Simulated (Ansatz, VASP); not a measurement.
# ZnSe: VASP beside Ansatz

The input INCAR:

```
SYSTEM = ZnSe
  PREC = Accurate
  ENCUT = 520
  EDIFF = 1E-6
  ISMEAR = 0
  SIGMA = 0.05
  LREAL = .FALSE.
  LASPH = .TRUE.
  NELM = 100
  ALGO = Normal
  ISIF = 2
  LWAVE = .FALSE.
  LCHARG = .FALSE.
  NBANDS = 26
```

KPOINTS

```
regular mesh
0
G
  8 8 6
  0 0 0
```

Contents of POSCAR:

```
ZnSe
1.0
    4.1030397429      0.0000000000      0.0000000000
    0.0000000000      4.1030397429      0.0000000000
    0.0000000000      0.0000000000      5.4151678808
Zn Se
2 2
Direct
    0.0000000000      0.0000000000      0.0000000000
    0.5000000000      0.5000000000      0.0000000000
    0.0000000000      0.5000000000      0.2608314992
    0.5000000000      0.0000000000      0.7391685008
```

Input for Ansatz:

```yaml
crystal:
  lattice:
    - [4.1030397429, 0.0, 0.0]
    - [0.0, 4.1030397429, 0.0]
    - [0.0, 0.0, 5.4151678808]
  atoms:
    - { symbol: Zn, position: [0.0, 0.0, 0.0] }
    - { symbol: Zn, position: [0.5, 0.5, 0.0] }
    - { symbol: Se, position: [0.0, 0.5, 0.2608314992] }
    - { symbol: Se, position: [0.5, 0.0, 0.7391685008] }
basis:
  ecutwfc: 520.0
kpoints:
  mp_grid: { grid: [8, 8, 6] }
hamiltonian:
  xc: lda
scf:
  occupations: { method: gaussian, width: 0.05 }
output:
  forces: true
  stress: true
  eigenvalues: true
  write_density: true
  write_potential: true
  elf: true
  volumetric_format: npy
```

Alike in both runs: task single point; functional LDA; k mesh 8 × 8 × 6; occupations gaussian, width 0.05 eV; no spin polarisation.

```csv
,VASP,Ansatz
version,VASP 6.6.1,Ansatz 0.2.0
potentials or method,"VASP PAW LDA potentials, release 64 (Zn, Se), cutoff 520 eV","scalar-relativistic, plane waves, PAW"
valence electrons in the cell,36,56
```

Ansatz gave:

```
gap on the k mesh at the Fermi level (eV)                     : 1.25
least direct gap on the mesh (eV)                             : 1.25
pressure (GPa)                                                : -2.1
traceless stress, the component that is largest in VASP (GPa) : 1.42
rms of the force components (eV/Å)                            : 0.041
```

Q: Which values does VASP return?

A: gap on the k mesh at the Fermi level (eV): 1.25; least direct gap on the mesh (eV): 1.25; pressure (GPa): -1.7; traceless stress, the component that is largest in VASP (GPa): 1.38; rms of the force components (eV/Å): 0.065.

LDA's correlation is that of Perdew and Zunger in VASP and of Perdew and Wang (1992) in Ansatz. Atom by atom the forces differ by 0.024 eV/Å (rms over components). VASP's potentials hold 36 valence electrons a cell and Ansatz's 56, so a difference there can come from the potentials and not from the codes.
